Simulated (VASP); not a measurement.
# BiTe in VASP: settings compared

The runs below take BiTe through single point, relaxation of shape and atoms at fixed volume, with PBE, r2SCAN.

Program: VASP 6.6.1. These are calculated values, not measurements. Logs are shortened: lines on timing, memory, paths and dates and some standing lists are left out, and cuts for length are marked.

### Step 1. The cell of the first run

Symmetry: Cmcm, No. 63, orthorhombic system. Conventional cell: a = 4.195 Å, b = 7.411 Å, c = 8.712 Å, α = 90.00°, β = 90.00°, γ = 90.00°. Within 4.3 Å of Bi (site symmetry m2m) lie 6 Te at 3.27 to 3.29 Å and 6 Bi at 4.19 to 4.26 Å. Within 4.3 Å of Te (site symmetry 2/m) lie 6 Bi at 3.27 to 3.29 Å and 6 Te at 4.19 to 4.26 Å.

### Step 2. Single point, PBE

Contents of INCAR:

```
SYSTEM = BiTe
  PREC = Accurate
  ENCUT = 520
  EDIFF = 1E-7
  ISMEAR = 0
  SIGMA = 0.05
  LREAL = .False.
  LASPH = .True.
  NELM = 100
  ALGO = Normal
  ISIF = 2
  LWAVE = .False.
  LCHARG = .True.
  GGA = PE
  LELF = .True.
  LVHAR = .True.
  NBANDS = 29
```

Contents of KPOINTS:

```
regular mesh
0
Gamma
  8 8 6
  0 0 0
```

Contents of POSCAR:

```
BiTe
1.0
    4.1949357470      0.0000000000      0.0000000000
   -2.0974678735      3.7055793426      0.0000000000
    0.0000000000      0.0000000000      8.7122958338
Bi Te
2 2
Direct
    0.3333333333      0.6666666667      0.2500000000
    0.6666666667      0.3333333333      0.7500000000
    0.0000000000      0.0000000000      0.0000000000
    0.0000000000      0.0000000000      0.5000000000
```

Potentials or basis: VASP PAW PBE potentials, release 64 (Bi_d, Te).

The run is started by

```bash
$ cat potpaw_PBE.64/Bi_d/POTCAR potpaw_PBE.64/Te/POTCAR > POTCAR
$ mpirun -np 1 vasp_std > vasp.out
```

OUTCAR:

```text
SYSTEM = BiTe
   PREC = Accurate
   ENCUT = 520
   EDIFF = 1E-7
   ISMEAR = 0
   LREAL = .False.
   LASPH = .True.
   NELM = 100
   ISIF = 2
   GGA = PE

 ion  position               nearest neighbor table
   1  0.333  0.667  0.250-   3 3.27   4 3.27   3 3.27   4 3.27   3 3.29   4 3.29
   2  0.667  0.333  0.750-   3 3.27   4 3.27   3 3.27   4 3.27   3 3.29   4 3.29
   3  0.000  0.000  0.000-   1 3.27   2 3.27   2 3.27   1 3.27   2 3.29   1 3.29
   4  0.000  0.000  0.500-   1 3.27   2 3.27   2 3.27   1 3.27   2 3.29   1 3.29

  LATTYP: Found a base centered orthorhombic cell.
 ALAT       =     4.1949357470
 B/A-ratio  =     1.7666918237
 C/A-ratio  =     2.0768603762

  Lattice vectors:

 A1 = (   2.0974678735,  -3.7055793426,   0.0000000000)
 A2 = (   2.0974678735,   3.7055793426,   0.0000000000)
 A3 = (   0.0000000000,   0.0000000000,   8.7122958338)

Analysis of symmetry for initial positions (statically):
=====================================================================
 Subroutine PRICEL returns:
 Original cell was already a primitive cell.

 Routine SETGRP: Setting up the symmetry group for a
 base centered orthorhombic supercell.

 Subroutine GETGRP returns: Found  8 space group operations
 (whereof  4 operations were pure point group operations)
 out of a pool of  8 trial point group operations.

The static configuration has the point symmetry C_2h.
 The point group associated with its full space group is D_2h.

Analysis of symmetry for dynamics (positions and initial velocities):
=====================================================================
 Subroutine PRICEL returns:
 Original cell was already a primitive cell.

 Routine SETGRP: Setting up the symmetry group for a
 base centered orthorhombic supercell.

 Subroutine GETGRP returns: Found  8 space group operations
 (whereof  4 operations were pure point group operations)
 out of a pool of  8 trial point group operations.

The dynamic configuration has the point symmetry C_2h.
 The point group associated with its full space group is D_2h.

 Subroutine INISYM returns: Found  8 space group operations
 (whereof  4 operations are pure point group operations),
 and found     1 'primitive' translations

----------------------------------------------------------------------------------------

                                     Primitive cell

  volume of cell :     135.4297

  direct lattice vectors                    reciprocal lattice vectors
     4.194935747  0.000000000  0.000000000     0.238382674  0.134931668  0.000000000
    -2.097467873  3.705579343  0.000000000     0.000000000  0.269863335  0.000000000
     0.000000000  0.000000000  8.712295834     0.000000000  0.000000000  0.114780308

  length of vectors
     4.194935747  4.258014766  8.712295834     0.273921255  0.269863335  0.114780308

  position of ions in fractional coordinates (direct lattice)
     0.333333333  0.666666667  0.250000000
     0.666666667  0.333333333  0.750000000
     0.000000000  0.000000000  0.000000000
     0.000000000  0.000000000  0.500000000

  ion indices of the primitive-cell ions
   primitive index   ion index
                 1           1
                 2           2
                 3           3
                 4           4

----------------------------------------------------------------------------------------

 KPOINTS: regular mesh

Automatic generation of k-mesh.
 Grid dimensions read from file:
 generate k-points for:    8    8    6

 Generating k-lattice:

  Cartesian coordinates                     Fractional coordinates (reciprocal lattice)
     0.029797834  0.016866458  0.000000000     0.125000000  0.000000000  0.000000000
     0.000000000  0.033732917  0.000000000     0.000000000  0.125000000  0.000000000
     0.000000000  0.000000000  0.019130051     0.000000000  0.000000000  0.166666667

  Length of vectors
     0.034240157  0.033732917  0.019130051

  Shift w.r.t. Gamma in fractional coordinates (k-lattice)
     0.000000000  0.000000000  0.000000000

 Subroutine IBZKPT returns following result:
 ===========================================

 Found     84 irreducible k-points:

 Following reciprocal coordinates:
            Coordinates               Weight
  0.000000  0.000000  0.000000      1.000000
  0.125000  0.000000  0.000000      4.000000
  0.250000  0.000000  0.000000      4.000000
  0.375000  0.000000  0.000000      4.000000
  0.500000  0.000000  0.000000      2.000000
  0.000000  0.125000  0.000000      2.000000
[... 16 lines left out ...]
  0.125000  0.000000  0.166667      8.000000
  0.250000  0.000000  0.166667      8.000000
 [... further k-points ...]
   k-points           NKPTS =     84   k-points in BZ     NKDIM =     84   number of bands    NBANDS=     29
   number of dos      NEDOS =    301   number of ions     NIONS =      4
   total plane-waves  NPLWV =  71680
   dimension x,y,z NGX =    32 NGY =   32 NGZ =   70
   dimension x,y,z NGXF=    64 NGYF=   64 NGZF=  140
   ions per type =               2   2
   NGX,Y,Z   is equivalent  to a cutoff of  12.68, 12.49, 13.36 a.u.
   NGXF,Y,Z  is equivalent  to a cutoff of  25.36, 24.99, 26.71 a.u.
 SYSTEM =  BiTe
   PREC   = accura    normal or accurate (medium, high low for compatibility)
   ISTART =      0    job   : 0-new  1-cont  2-samecut
   ICHARG =      2    charge: 1-file 2-atom 10-const
   ISPIN  =      1    spin polarized calculation?
   LNONCOLLINEAR =      F non collinear calculations
   LSORBIT =      F    spin-orbit coupling
   LASPH  =      T    aspherical Exc in radial PAW
   ENCUT  =  520.0 eV  38.22 Ry    6.18 a.u.   7.80  7.92 16.20*2*pi/ulx,y,z
   NELM   =    100;   NELMIN=  2; NELMDL= -5     # of ELM steps
   EDIFF  = 0.1E-06   stopping-criterion for ELM
   LREAL  =      F    real-space projection
   EDIFFG = 0.1E-05   stopping-criterion for IOM
   NSW    =      0    number of steps for IOM
   IBRION =     -1    ionic relax: 0-MD 1-quasi-New 2-CG
   NFREE  =      0    steps in history (QN), initial steepest desc. (CG)
   ISIF   =      2    stress and relaxation
   ISYM   =      2    0-nonsym 1-usesym 2-fastsym
   POTIM  = 0.5000    time-step for ionic-motion
   TEBEG  =    0.0;   TEEND  =   0.0 temperature during run
   PSTRESS=    0.0 pullay stress
   NELECT =      42.0000    total number of electrons
   NUPDOWN=      -1.0000    fix difference up-down
   EMIN   =  10.00;   EMAX   =-10.00  energy-range for DOS
   EFERMI =   0.00;   METHOD = LEGACY
   ISMEAR =     0;   SIGMA  =   0.05  broadening in eV -4-tet -1-fermi 0-gaus
   EFERMI_NEDOS =   21; number of points for ismear=-14 and -15
   IALGO  =     38    algorithm
   IMIX   =      4    mixing-type and parameters
     AMIX     =   0.40;   BMIX     =  1.00
     AMIX_MAG =   1.60;   BMIX_MAG =  1.00
  volume/ion in A,a.u.               =      33.86       228.48
  Fermi-wavevector in a.u.,A,eV,Ry     =   1.108119  2.094042 16.706985  1.227929
  Thomas-Fermi vector in A             =   2.244643
   LORBIT       =      0    0 simple, 1 ext, 2 COOP (PROOUT), +10 PAW based schemes
   GGA     = PE    functional components
   LHFCALC =     F    Hartree Fock is set to
   AEXX    =    0.0000 exact exchange contribution
   IVDW    =     0    specifies the selected vdW correction
   LEPSILON=     F    determine dielectric tensor
   LRPA    =     F    only Hartree local field effects (RPA)
 non-spin polarized calculation
 Gauss-broadening in eV      SIGMA  =   0.05
  energy-cutoff  :      520.00
  volume of cell :      135.43
 maximum number of plane-waves:      3674
   NGX = 15   NGY = 15   NGZ = 33

 number of electron      42.0000006 magnetization

 Free energy of the ion-electron system (eV)
  ---------------------------------------------------
  ext. energy  EPLUGINS =         0.00000000
  ---------------------------------------------------
  free energy    TOTEN  =       -14.24425859 eV

  energy without entropy =      -14.24137449  energy(sigma->0) =      -14.24281654

 E-fermi :   6.5832     XC(G=0):  -9.4741

 val. band max:        6.5637985218   @ k =   0.5000   0.1250   0.5000
 cond. band min:       6.5848322379   @ k =   0.3750   0.0000   0.0000
 fundamental gap:      0.0210337161
 Fermi energy:         6.5832191995

 k-point     1 :       0.0000    0.0000    0.0000
  band No.  band energies     occupation
      1     -16.7029      2.00000
      2     -16.7002      2.00000
      3     -16.6902      2.00000
      4     -16.6898      2.00000
      5     -16.6898      2.00000
      6     -16.6891      2.00000
[... 21 lines left out ...]
     28      12.3680      0.00000
     29      12.3705      0.00000

 k-point     2 :       0.1250    0.0000    0.0000
  band No.  band energies     occupation
      1     -16.7015      2.00000
      2     -16.6989      2.00000
      3     -16.6917      2.00000
      4     -16.6911      2.00000
      5     -16.6901      2.00000
      6     -16.6893      2.00000
[... 21 lines left out ...]
     28      11.6435      0.00000
     29      12.9769      0.00000

 k-point     3 :       0.2500    0.0000    0.0000
  band No.  band energies     occupation
      1     -16.6990      2.00000
      2     -16.6975      2.00000
      3     -16.6965      2.00000
      4     -16.6936      2.00000
      5     -16.6924      2.00000
      6     -16.6896      2.00000
[... 21 lines left out ...]
     28      12.1612      0.00000
     29      12.4231      0.00000

 k-point     4 :       0.3750    0.0000    0.0000
  band No.  band energies     occupation
      1     -16.7011      2.00000
      2     -16.6985      2.00000
      3     -16.6978      2.00000
      4     -16.6971      2.00000
      5     -16.6937      2.00000
      6     -16.6901      2.00000
[... 597 lines left out ...]
     28      12.3745      0.00000
     29      12.4966      0.00000

 k-point    23 :       0.1250    0.0000    0.1667
  band No.  band energies     occupation
      1     -16.7013      2.00000
      2     -16.6991      2.00000
      3     -16.6917      2.00000
      4     -16.6910      2.00000
      5     -16.6902      2.00000
      6     -16.6895      2.00000
[... 21 lines left out ...]
     28      11.7291      0.00000
     29      12.8003      0.00000

 k-point    24 :       0.2500    0.0000    0.1667
  band No.  band energies     occupation
      1     -16.6990      2.00000
      2     -16.6977      2.00000
      3     -16.6961      2.00000
      4     -16.6938      2.00000
      5     -16.6922      2.00000
      6     -16.6898      2.00000
[... 21 lines left out ...]
     28      11.9902      0.00000
     29      12.5041      0.00000

 [... further k-points ...]

------------------------ aborting loop because EDIFF is reached ----------------------------------------

  FORCE on cell =-STRESS in cart. coord.  units (eV):
  Direction    XX          YY          ZZ          XY          YZ          ZX
  --------------------------------------------------------------------------------------
  -------------------------------------------------------------------------------------
  Total       -0.5754575     -0.8603601     -0.7003439      0.0000000     -0.0000000      0.0000000
  in kB       -6.8078473    -10.1783362     -8.2852929      0.0000000     -0.0000000      0.0000000
  external PRESSURE =      -8.4238255 kB  Pullay stress =       0.0000000 kB

 VOLUME and BASIS-vectors are now :
 -----------------------------------------------------------------------------
  energy-cutoff  :      520.00
  volume of cell :      135.43
      direct lattice vectors                 reciprocal lattice vectors
     4.194935747  0.000000000  0.000000000     0.238382674  0.134931668  0.000000000
    -2.097467873  3.705579343  0.000000000     0.000000000  0.269863335  0.000000000
     0.000000000  0.000000000  8.712295834     0.000000000  0.000000000  0.114780308

 POSITION                                       TOTAL-FORCE (eV/Angst)
 -----------------------------------------------------------------------------------
     -0.00000      2.47039      2.17807         0.000000     -0.048830      0.000000
      2.09747      1.23519      6.53422         0.000000      0.048830      0.000000
      0.00000      0.00000      0.00000         0.000000      0.000000      0.000000
      0.00000      0.00000      4.35615         0.000000      0.000000      0.000000
 -----------------------------------------------------------------------------------
    total drift:                                0.000000      0.000000      0.000000

  FREE ENERGIE OF THE ION-ELECTRON SYSTEM (eV)
  ---------------------------------------------------
  free  energy   TOTEN  =       -14.2442585934 eV

  energy  without entropy=      -14.2413744913  energy(sigma->0) =      -14.24281654
```

Run time: 7.7 min. Hardware: 1 thread of Intel Xeon 8259CL, shared host; peak memory 0.44 GiB.

What came out:

```yaml
Free_energy: -14.2443 eV
Pressure: -0.8 GPa
Largest_force: 0.049 eV/Å
Band_gap_on_the_k_mesh: zero (band 21 reaches 7.79 eV, above the bottom of band 22 at 5.38 eV)
```

Forces in eV/Å, atoms in the order of the input:
```
Bi   0.000 -0.049  0.000
Bi   0.000  0.049  0.000
Te   0.000  0.000  0.000
Te   0.000  0.000  0.000
```

Caveat: spin-orbit coupling is left out, which moves the levels of the heavy elements.

### Step 3. Single point, r2SCAN

This run uses another cell than the first one, of 33.19 Å³/atom, 0.980 times its volume.

POSCAR, as its differences from that of step 2:

```diff
@@ -3,3 +3,3 @@
     4.1949357470      0.0000000000      0.0000000000
-   -2.0974678735      3.7055793426      0.0000000000
+   -2.0974678735      3.6329209241      0.0000000000
     0.0000000000      0.0000000000      8.7122958338
```

Contents of INCAR.step1:

```
SYSTEM = BiTe
PREC     = Accurate       ! precision mode
ENCUT    = 520            ! plane-wave cutoff, eV
ISMEAR   = 0              ! smearing method
SIGMA    = 0.05           ! smearing width, eV
LREAL    = .FALSE.        ! projectors in reciprocal space
LASPH    = .TRUE.         ! aspherical terms in the spheres
NELM     = 100            ! most SCF steps
NBANDS   = 29             ! bands
GGA      = PE             ! functional
ALGO     = Normal         ! electronic algorithm
EDIFF    = 1E-4           ! SCF threshold, eV
LWAVE    = .TRUE.         ! write WAVECAR
LCHARG   = .FALSE.        ! write CHGCAR
```

Contents of INCAR.step2:

```
SYSTEM = BiTe
PREC     = Accurate       ! precision mode
ENCUT    = 520            ! plane-wave cutoff, eV
EDIFF    = 1E-7           ! SCF threshold, eV
ISMEAR   = 0              ! smearing method
SIGMA    = 0.05           ! smearing width, eV
LREAL    = .FALSE.        ! projectors in reciprocal space
LASPH    = .TRUE.         ! aspherical terms in the spheres
NELM     = 100            ! most SCF steps
ALGO     = Normal         ! electronic algorithm
ISIF     = 2              ! what is computed and relaxed
LWAVE    = .FALSE.        ! write WAVECAR
LCHARG   = .FALSE.        ! write CHGCAR
METAGGA  = R2SCAN         ! meta-GGA
LMIXTAU  = .TRUE.       
NBANDS   = 29             ! bands
ISTART   = 1
```

Contents of KPOINTS:

```
regular mesh
0
G
  8 8 6
  0 0 0
```

Potentials or basis: VASP PAW PBE potentials, release 64 (Bi_d, Te).

The run is started by

```bash
$ cat potpaw_PBE.64/Bi_d/POTCAR potpaw_PBE.64/Te/POTCAR > POTCAR
$ cp INCAR.step1 INCAR
$ mpirun -np 1 vasp_std > vasp.out
$ cp INCAR.step2 INCAR
$ mpirun -np 1 vasp_std > vasp.out
```

It took 16 min on 1 thread of Intel Xeon 8259CL, shared host; peak memory 0.36 GiB.

The run converged. Its results:

```yaml
Free_energy: -167.9285 eV
Pressure: -0.7 GPa
Band_gap_on_the_k_mesh: zero (band 21 reaches 8.10 eV, above the bottom of band 22 at 5.44 eV)
```

Stress tensor (GPa, compression positive):
```
-0.46  0.00  0.00
 0.00 -0.46  0.00
 0.00  0.00 -1.09
```

Levels at points of the mesh, in eV from the Fermi level:
| k point | band 19 | band 20 | band 21 | band 22 | band 23 | band 24 |
| --- | --- | --- | --- | --- | --- | --- |
| (0.00, 0.00, 0.00) | -0.91 | -0.91 | 0.45 | 0.45 | 0.74 | 2.15 |
| (0.50, 0.00, 0.00) | -1.95 | -1.73 | -1.67 | -0.79 | -0.38 | 2.42 |
| (0.00, 0.00, 0.50) | -1.47 | -1.47 | 1.35 | 1.35 | 1.35 | 1.35 |
| (0.50, 0.00, 0.50) | -2.76 | -2.76 | 0.77 | 0.77 | 1.49 | 1.49 |

Caveat: the PAW data sets were made with another functional, which shifts forces and pressure a little; spin-orbit coupling is left out, which moves the levels of the heavy elements.

(Part 1 of 2 ends here.)
